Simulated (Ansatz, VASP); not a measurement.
One calculation of Ge, two programs

The input INCAR:

```
SYSTEM = Ge
  PREC = Accurate
  ENCUT = 600
  EDIFF = 1E-6
  ISMEAR = 0
  SIGMA = 0.1
  LREAL = .FALSE.
  LASPH = .TRUE.
  NELM = 60
  ALGO = Normal
  ISIF = 3
  LWAVE = .FALSE.
  LCHARG = .FALSE.
  GGA = PE
  IBRION = 2
  NSW = 90
  EDIFFG = -0.04
```

The input KPOINTS:

```
Automatic mesh
0
G
  6 6 4
  0 0 0
```

Contents of POSCAR:

```
Ge
1.0
    1.7853927867     -5.6636327071      0.0000000000
    1.7853927867      5.6636327071      0.0000000000
    0.0000000000      0.0000000000      4.7250878585
Ge
4
Direct
    0.0980000000      0.9020000000      0.9100000000
    0.5980000000      0.4020000000      0.5900000000
    0.9020000000      0.0980000000      0.0900000000
    0.4020000000      0.5980000000      0.4100000000
```

Input for Ansatz:

```yaml
crystal:
  lattice:
    - [1.7853927867, -5.6636327071, 0.0]
    - [1.7853927867, 5.6636327071, 0.0]
    - [0.0, 0.0, 4.7250878585]
  atoms:
    - { symbol: Ge, position: [0.098, 0.902, 0.91] }
    - { symbol: Ge, position: [0.598, 0.402, 0.59] }
    - { symbol: Ge, position: [0.902, 0.098, 0.09] }
    - { symbol: Ge, position: [0.402, 0.598, 0.41] }
basis:
  ecutwfc: 420
kpoints:
  mp_grid: { grid: [6, 6, 4] }
hamiltonian:
  xc: pbe
scf:
  occupations: { method: gaussian, width: 0.1 }
  lower_state_search: "off"
output:
  forces: true
  stress: true
  eigenvalues: true
relax:
  adjacent_minimum: "off"
  f_tol: 0.04
  max_steps: 70
  cell: { stress_tol: 0.4 }
```

Alike in both runs: task relaxation of cell and atoms; functional PBE; k mesh 6 × 6 × 4; occupations gaussian, width 0.1 eV; no spin polarisation.

|  | VASP | Ansatz |
| --- | --- | --- |
| version | VASP 6.6.1 | Ansatz 0.2.0 |
| potentials or method | VASP PAW PBE potentials, release 64 (Ge_d), cutoff 600 eV | scalar-relativistic, plane waves, PAW |
| valence electrons in the cell | 56 | 56 |

```csv
,VASP,Ansatz,Ansatz less VASP
"gap on the k mesh at the Fermi level, each at its own relaxed structure (eV)",none,none,-
relaxed volume (Å³/atom),21.35,21.61,+0.265
relaxed length of the cell vector where the two differ most in proportion (Å),4.007,4.040,+0.0330
```

A gap of «none» marks a metal or a gap that the smearing closes.
